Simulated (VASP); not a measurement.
# W (Fm-3m) in VASP: settings compared

Aim: see how the results for W move with the level of theory and the settings. Levels: LDA, PBEsol, PBE. Tasks: relaxation of cell and atoms, single point.

Program: VASP 6.6.1. These are calculated values, not measurements. Logs are shortened: lines on timing, memory, paths and dates and some standing lists are left out, and cuts for length are marked.

## (1) The cell of the first run

It takes space group Fm-3m (No. 225, cubic). Conventional cell: a = 4.060 Å, b = 4.060 Å, c = 4.060 Å, α = 90.00°, β = 90.00°, γ = 90.00°. W (site symmetry m-3m) has 12 W at 2.87 Å within 3.8 Å.

## (2) Relaxation of cell and atoms, LDA

INCAR

```
ALGO = Normal ; EDIFF = 1E-6
EDIFFG = -0.01 ; ENCUT = 600
GGA = CA ; IBRION = 2
ISIF = 3 ; ISMEAR = -1
LASPH = T ; LCHARG = F
LREAL = F ; LWAVE = F
NELM = 100 ; NSW = 60
PREC = Accurate ; SIGMA = 0.05
```

KPOINTS

```
k-points
0
Gamma
  11 11 11
```

POSCAR

```
W
1.0
    0.0000000000      2.0300000000      2.0300000000
    2.0300000000      0.0000000000      2.0300000000
    2.0300000000      2.0300000000      0.0000000000
W
1
Direct
    0.0000000000      0.0000000000      0.0000000000
```

Potentials or basis: VASP PAW LDA potentials, release 64 (W_sv).

On the command line:

```sh
cat potpaw_LDA.64/W_sv/POTCAR > POTCAR
mpirun -np 1 vasp_std > vasp.out
```

OUTCAR:

```text
EDIFF = 1E-6
   EDIFFG = -0.01
   ENCUT = 600
   GGA = CA
   IBRION = 2
   ISIF = 3
   ISMEAR = -1
   LASPH = T
   LREAL = F
   NELM = 100
   NSW = 60
   PREC = Accurate

 ion  position               nearest neighbor table
   1  0.000  0.000  0.000-

  LATTYP: Found a face centered cubic cell.
 ALAT       =     4.0600000000

  Lattice vectors:

 A1 = (   0.0000000000,   2.0300000000,   2.0300000000)
 A2 = (   2.0300000000,   0.0000000000,   2.0300000000)
 A3 = (   2.0300000000,   2.0300000000,   0.0000000000)

Analysis of symmetry for initial positions (statically):
=====================================================================
 Subroutine PRICEL returns:
 Original cell was already a primitive cell.

 Routine SETGRP: Setting up the symmetry group for a
 face centered cubic supercell.

 Subroutine GETGRP returns: Found 48 space group operations
 (whereof 48 operations were pure point group operations)
 out of a pool of 48 trial point group operations.

The static configuration has the point symmetry O_h .

Analysis of symmetry for dynamics (positions and initial velocities):
=====================================================================
 Subroutine PRICEL returns:
 Original cell was already a primitive cell.

 Routine SETGRP: Setting up the symmetry group for a
 face centered cubic supercell.

 Subroutine GETGRP returns: Found 48 space group operations
 (whereof 48 operations were pure point group operations)
 out of a pool of 48 trial point group operations.

The dynamic configuration has the point symmetry O_h .

 Subroutine INISYM returns: Found 48 space group operations
 (whereof 48 operations are pure point group operations),
 and found     1 'primitive' translations

----------------------------------------------------------------------------------------

                                     Primitive cell

  volume of cell :      16.7309

  direct lattice vectors                    reciprocal lattice vectors
     0.000000000  2.030000000  2.030000000    -0.246305419  0.246305419  0.246305419
     2.030000000  0.000000000  2.030000000     0.246305419 -0.246305419  0.246305419
     2.030000000  2.030000000  0.000000000     0.246305419  0.246305419 -0.246305419

  length of vectors
     2.870853532  2.870853532  2.870853532     0.426613499  0.426613499  0.426613499

  position of ions in fractional coordinates (direct lattice)
     0.000000000  0.000000000  0.000000000

  ion indices of the primitive-cell ions
   primitive index   ion index
                 1           1

----------------------------------------------------------------------------------------

 KPOINTS: k-points

Automatic generation of k-mesh.
 Grid dimensions read from file:
 generate k-points for:   11   11   11

 Generating k-lattice:

  Cartesian coordinates                     Fractional coordinates (reciprocal lattice)
    -0.022391402  0.022391402  0.022391402     0.090909091  0.000000000  0.000000000
     0.022391402 -0.022391402  0.022391402     0.000000000  0.090909091  0.000000000
     0.022391402  0.022391402 -0.022391402     0.000000000  0.000000000  0.090909091

  Length of vectors
     0.038783045  0.038783045  0.038783045

  Shift w.r.t. Gamma in fractional coordinates (k-lattice)
     0.000000000  0.000000000  0.000000000

 Subroutine IBZKPT returns following result:
 ===========================================

 Found     56 irreducible k-points:

 Following reciprocal coordinates:
            Coordinates               Weight
  0.000000  0.000000  0.000000      1.000000
  0.090909  0.000000  0.000000      8.000000
  0.181818  0.000000  0.000000      8.000000
  0.272727  0.000000  0.000000      8.000000
  0.363636  0.000000  0.000000      8.000000
  0.454545  0.000000  0.000000      8.000000
[... 16 lines left out ...]
 -0.272727  0.181818  0.000000     24.000000
 -0.181818  0.181818  0.000000     12.000000
 [... further k-points ...]
   k-points           NKPTS =     56   k-points in BZ     NKDIM =     56   number of bands    NBANDS=     11
   number of dos      NEDOS =    301   number of ions     NIONS =      1
   total plane-waves  NPLWV =  13824
   dimension x,y,z NGX =    24 NGY =   24 NGZ =   24
   dimension x,y,z NGXF=    48 NGYF=   48 NGZF=   48
   ions per type =               1
   NGX,Y,Z   is equivalent  to a cutoff of  13.90, 13.90, 13.90 a.u.
   NGXF,Y,Z  is equivalent  to a cutoff of  27.80, 27.80, 27.80 a.u.
 SYSTEM =  unknown system
   PREC   = accura    normal or accurate (medium, high low for compatibility)
   ISTART =      0    job   : 0-new  1-cont  2-samecut
   ICHARG =      2    charge: 1-file 2-atom 10-const
   ISPIN  =      1    spin polarized calculation?
   LNONCOLLINEAR =      F non collinear calculations
   LSORBIT =      F    spin-orbit coupling
   LASPH  =      T    aspherical Exc in radial PAW
   ENCUT  =  600.0 eV  44.10 Ry    6.64 a.u.   5.73  5.73  5.73*2*pi/ulx,y,z
   NELM   =    100;   NELMIN=  2; NELMDL= -5     # of ELM steps
   EDIFF  = 0.1E-05   stopping-criterion for ELM
   LREAL  =      F    real-space projection
   EDIFFG = -.1E-01   stopping-criterion for IOM
   NSW    =     60    number of steps for IOM
   IBRION =      2    ionic relax: 0-MD 1-quasi-New 2-CG
   NFREE  =      1    steps in history (QN), initial steepest desc. (CG)
   ISIF   =      3    stress and relaxation
   ISYM   =      2    0-nonsym 1-usesym 2-fastsym
   POTIM  = 0.5000    time-step for ionic-motion
   TEBEG  =    0.0;   TEEND  =   0.0 temperature during run
   PSTRESS=    0.0 pullay stress
   NELECT =      14.0000    total number of electrons
   NUPDOWN=      -1.0000    fix difference up-down
   EMIN   =  10.00;   EMAX   =-10.00  energy-range for DOS
   EFERMI =   0.00;   METHOD = LEGACY
   ISMEAR =    -1;   SIGMA  =   0.05  broadening in eV -4-tet -1-fermi 0-gaus
   EFERMI_NEDOS =   21; number of points for ismear=-14 and -15
   IALGO  =     38    algorithm
   IMIX   =      4    mixing-type and parameters
     AMIX     =   0.40;   BMIX     =  1.00
     AMIX_MAG =   1.60;   BMIX_MAG =  1.00
  volume/ion in A,a.u.               =      16.73       112.91
  Fermi-wavevector in a.u.,A,eV,Ry     =   1.542688  2.915258 32.380324  2.379887
  Thomas-Fermi vector in A             =   2.648457
   LORBIT       =      0    0 simple, 1 ext, 2 COOP (PROOUT), +10 PAW based schemes
   GGA     = CA    functional components
   LHFCALC =     F    Hartree Fock is set to
   AEXX    =    0.0000 exact exchange contribution
   IVDW    =     0    specifies the selected vdW correction
   LEPSILON=     F    determine dielectric tensor
   LRPA    =     F    only Hartree local field effects (RPA)
 conjugate gradient relaxation of ions
 non-spin polarized calculation
  energy-cutoff  :      600.00
  volume of cell :       16.73
 maximum number of plane-waves:       568
   NGX = 11   NGY = 11   NGZ = 11

--------------------------------------- Ionic step        1  -------------------------------------------

 number of electron      14.0000002 magnetization

 Free energy of the ion-electron system (eV)
  ---------------------------------------------------
  ext. energy  EPLUGINS =         0.00000000
  ---------------------------------------------------
  free energy    TOTEN  =       -13.57305107 eV

  energy without entropy =      -13.56436622  energy(sigma->0) =      -13.56870864

------------------------ aborting loop because EDIFF is reached ----------------------------------------

  FORCE on cell =-STRESS in cart. coord.  units (eV):
  Direction    XX          YY          ZZ          XY          YZ          ZX
  --------------------------------------------------------------------------------------
  -------------------------------------------------------------------------------------
  Total       -1.6884584     -1.6884584     -1.6884584      0.0000000     -0.0000000      0.0000000
  in kB     -161.6898779   -161.6898779   -161.6898779      0.0000000     -0.0000000      0.0000000
  external PRESSURE =    -161.6898779 kB  Pullay stress =       0.0000000 kB
[... 125 lines left out ...]
  energy  without entropy=      -13.6130151085  energy(sigma->0) =      -13.61733957

--------------------------------------- Ionic step        5  -------------------------------------------

 number of electron      13.9999999 magnetization

 Free energy of the ion-electron system (eV)
  ---------------------------------------------------
  ext. energy  EPLUGINS =         0.00000000
  ---------------------------------------------------
  free energy    TOTEN  =       -13.62167621 eV

  energy without entropy =      -13.61301820  energy(sigma->0) =      -13.61734720

 E-fermi :  10.8260     XC(G=0): -13.8362

 val. band max:       10.7597935235   @ k =  -0.2727   0.0909   0.0000
 cond. band min:      10.8464000990   @ k =   0.1818   0.0909   0.0000
 fundamental gap:      0.0866065755
 Fermi energy:        10.8259836217

 k-point     1 :       0.0000    0.0000    0.0000
  band No.  band energies     occupation
      1     -62.2966      2.00000
      2     -26.1196      2.00000
      3     -26.1196      2.00000
      4     -26.1196      2.00000
      5       1.7898      2.00000
      6      10.2404      1.99998
      7      10.2404      1.99998
      8      10.2404      1.99998
      9      13.4966      0.00000
     10      13.4966      0.00000
     11      23.8035      0.00000
[... 309 lines left out ...]
 k-point    24 :      -0.1818    0.1818    0.0000
  band No.  band energies     occupation
      1     -62.2105      2.00000
      2     -26.8635      2.00000
      3     -26.4321      2.00000
      4     -26.2080      2.00000
      5       5.0731      2.00000
      6       8.6788      2.00000
      7      10.1495      2.00000
      8      11.7896      0.00000
      9      11.8893      0.00000
     10      15.5891      0.00000
     11      25.5584      0.00000

 [... further k-points ...]
[... 5 lines left out ...]
  --------------------------------------------------------------------------------------
  -------------------------------------------------------------------------------------
  Total        0.0018912      0.0018912      0.0018912      0.0000000      0.0000000      0.0000000
  in kB        0.1916707      0.1916707      0.1916707      0.0000000      0.0000000      0.0000000
  external PRESSURE =       0.1916707 kB  Pullay stress =       0.0000000 kB
[... 16 lines left out ...]
  FREE ENERGIE OF THE ION-ELECTRON SYSTEM (eV)
  ---------------------------------------------------
  free  energy   TOTEN  =       -13.6216762112 eV

  energy  without entropy=      -13.6130181988  energy(sigma->0) =      -13.61734720

 reached required accuracy - stopping structural energy minimisation
```

Wall time 48 s (1 thread of Intel Xeon 8259CL, shared host); peak memory 0.15 GiB.

What came out:

```
Free energy                            : -13.6217 eV
Relaxed volume                         : 15.81 Å³/atom
Relaxed cell                           : a = 2.817 Å, b = 2.817 Å, c = 2.817 Å, α = 60.00°, β = 60.00°, γ = 60.00°
Space group after relaxing (to 0.05 Å) : Fm-3m (No. 225)
Energy gained by relaxing              : 48.6 meV/atom
Ionic steps                            : 5
Pressure after relaxing                : 0.0 GPa
Band gap on the k mesh                 : zero (band 7 reaches 13.89 eV, above the bottom of band 8 at 10.24 eV)
```

Step by step:
```
step  energy change (eV)  largest force (eV/Å)  pressure (GPa)  volume (Å³)
   1              0.0000                0.0000          -16.17        16.73
   2              0.6482                0.0000           91.64        12.97
   3             -0.0482                0.0000           -1.64        15.89
   4             -0.0486                0.0000           -0.31        15.83
   5             -0.0486                0.0000            0.02        15.81
```

Final structure:
```
CELL_PARAMETERS angstrom
0.00000 1.99198 1.99198
1.99198 0.00000 1.99198
1.99198 1.99198 0.00000
ATOMIC_POSITIONS crystal
W 0.00000 0.00000 0.00000
```

Levels at points of the mesh, in eV from the Fermi level:
```csv
k point,band 4,band 5,band 6,band 7,band 8,band 9,band 10,band 11
"(0.00, 0.00, 0.00)",-36.95,-9.04,-0.59,-0.59,-0.59,2.67,2.67,12.98
```

Caveat: spin-orbit coupling is left out, which moves the levels of the heavy elements. Zero-point motion and thermal expansion aren't in these numbers.

## (3) Relaxation of cell and atoms, PBEsol

INCAR

```
SYSTEM = W
PREC = Accurate
ENCUT = 600
EDIFF = 1E-6
ISMEAR = -1
SIGMA = 0.05
LREAL = .FALSE.
LASPH = .TRUE.
NELM = 80
ALGO = Fast
ISIF = 3
LWAVE = .FALSE.
LCHARG = .FALSE.
GGA = PS
IBRION = 2
NSW = 60
EDIFFG = -0.01
```

KPOINTS

```
Automatic mesh
0
G
  11 11 11
  0 0 0
```

POSCAR is that of step 2.

Potentials or basis: VASP PAW PBE potentials, release 64 (W_sv).

On the command line:

```sh
cat potpaw_PBE.64/W_sv/POTCAR > POTCAR
mpirun -np 1 vasp_std > vasp.out
```

Wall time 83 s (1 thread of Intel Xeon 8259CL, shared host); peak memory 0.15 GiB.

It converged, with:

```
Free energy                            : -13.3231 eV
Relaxed volume                         : 16.03 Å³/atom
Relaxed cell                           : a = 2.830 Å, b = 2.830 Å, c = 2.830 Å, α = 60.00°, β = 60.00°, γ = 60.00°
Space group after relaxing (to 0.05 Å) : Fm-3m (No. 225)
Energy gained by relaxing              : 27.9 meV/atom
Ionic steps                            : 7
Pressure after relaxing                : 0.0 GPa
Band gap on the k mesh                 : zero (band 7 reaches 13.44 eV, above the bottom of band 8 at 10.05 eV)
```

The path:
| step | energy change (eV) | largest force (eV/Å) | pressure (GPa) | volume (Å³) |
| --- | --- | --- | --- | --- |
| 1 | 0.0000 | 0.0000 | -12.24 | 16.73 |
| 2 | 0.3501 | 0.0000 | 61.33 | 13.82 |
| 3 | -0.0277 | 0.0000 | -1.00 | 16.08 |
| 4 | -0.0279 | 0.0000 | -0.17 | 16.04 |
| 5 | -0.0279 | 0.0000 | 0.12 | 16.03 |
| 6 | -0.0279 | 0.0000 | -0.38 | 16.05 |
| 7 | -0.0279 | 0.0000 | 0.01 | 16.03 |

Final structure:
```cif
data_structure
_symmetry_space_group_name_H-M 'P 1'
_symmetry_Int_Tables_number 1
_cell_length_a 2.8302
_cell_length_b 2.8302
_cell_length_c 2.8302
_cell_angle_alpha 60.000
_cell_angle_beta 60.000
_cell_angle_gamma 60.000
_cell_volume 16.03
loop_
_atom_site_label
_atom_site_type_symbol
_atom_site_fract_x
_atom_site_fract_y
_atom_site_fract_z
_atom_site_occupancy
W1 W 0.00000 0.00000 0.00000 1
```

Levels at points of the mesh, in eV from the Fermi level:
```csv
k point,band 4,band 5,band 6,band 7,band 8,band 9,band 10,band 11
"(0.00, 0.00, 0.00)",-37.17,-9.10,-0.57,-0.57,-0.57,2.65,2.65,12.88
```

Caveat: the PAW data sets were made with another functional, which shifts forces and pressure a little; spin-orbit coupling is left out, which moves the levels of the heavy elements.

## (4) Single point, PBE, non-collinear spin, zero start, spin-orbit coupling

INCAR

```
  ALGO = Normal
  EDIFF = 1E-6
  ENCUT = 520
  GGA = PE
  GGA_COMPAT = False
  ISIF = 2
  ISMEAR = -1
  LASPH = True
  LCHARG = False
  LMAXMIX = 4
  LORBIT = 11
  LORBMOM = True
  LREAL = False
  LSORBIT = True
  LWAVE = False
  MAGMOM = 0 0 0
  NBANDS = 25
  NELM = 150
  PREC = Accurate
  SIGMA = 0.05
```

KPOINTS

```
k-points
0
Gamma
  8 8 8
```

POSCAR is that of step 3.

On the command line:

```sh
cat potpaw_PBE.64/W_sv/POTCAR > POTCAR
mpirun -np 1 vasp_ncl > vasp.out
```

Run time: 53 s. Hardware: 1 thread of Intel Xeon 8259CL, shared host; peak memory 0.2 GiB.

The run converged. Its results:

| Item | Value |
| --- | --- |
| Free energy | -13.3584 eV |
| Pressure | -3.0 GPa |
| Net moment | 0.00 μB per cell |
| Valence electrons inside the program's atomic spheres | W 12.00 |

Moments on the atoms (μB; x, y, z):
```
W   0.00 0.00 0.00
```

## (5) Single point, LDA, non-collinear spin, zero start, spin-orbit coupling

INCAR

```
SYSTEM = W
  PREC = Accurate
  ENCUT = 520
  EDIFF = 1E-6
  ISMEAR = -1
  SIGMA = 0.05
  LREAL = .False.
  LASPH = .True.
  NELM = 150
  ALGO = Normal
  ISIF = 2
  LWAVE = .False.
  LCHARG = .False.
  MAGMOM = 0 0 0
  LORBIT = 11
  LSORBIT = .True.
  GGA_COMPAT = .False.
  LORBMOM = .True.
  LMAXMIX = 4
  GGA = CA
  NBANDS = 25
```

KPOINTS

```
Automatic mesh
0
Gamma
  8 8 8
  0 0 0
```

POSCAR is that of step 4.

Potentials or basis: VASP PAW LDA potentials, release 64 (W_sv).

On the command line:

```sh
cat potpaw_LDA.64/W_sv/POTCAR > POTCAR
mpirun -np 1 vasp_ncl > vasp.out
```

Wall time 45 s (1 thread of Intel Xeon 8259CL, shared host); peak memory 0.18 GiB.

The run converged. Its results:

```yaml
Free_energy: -14.4636 eV
Pressure: -15.0 GPa
Net_moment: 0.00 μB per cell
Valence_electrons_inside_the_program's_atomic_spheres: W 12.03
```

Moments on the atoms (μB; x, y, z):
```
W   0.00 0.00 0.00
```

## (6) Summary

```csv
task,level,potentials or basis,spin,cell,k mesh,cutoff (eV),gap on the mesh (eV),pressure (GPa),moment (μB),relaxed volume (Å³/atom)
relaxation of cell and atoms,LDA,"VASP PAW LDA potentials, release 64 (W_sv)",off,relaxed,11 × 11 × 11,600,none,0.0,-,15.81
relaxation of cell and atoms,PBEsol,"VASP PAW PBE potentials, release 64 (W_sv)",off,relaxed,11 × 11 × 11,600,none,0.0,-,16.03
single point,PBE,"VASP PAW PBE potentials, release 64 (W_sv)","non-collinear, zero start, SOC",as given,8 × 8 × 8,520,-,-3.0,0.00,-
single point,LDA,"VASP PAW LDA potentials, release 64 (W_sv)","non-collinear, zero start, SOC",as given,8 × 8 × 8,520,-,-15.0,0.00,-
```

Alike in all rows: smearing fermi-dirac 0.05 eV.

Caveats: spin-orbit coupling is left out, which moves the levels of the heavy elements (some runs); the PAW data sets were made with another functional, which shifts forces and pressure a little (some runs).

Total energies depend on the potentials used, so only differences within one code and one set of settings carry meaning.
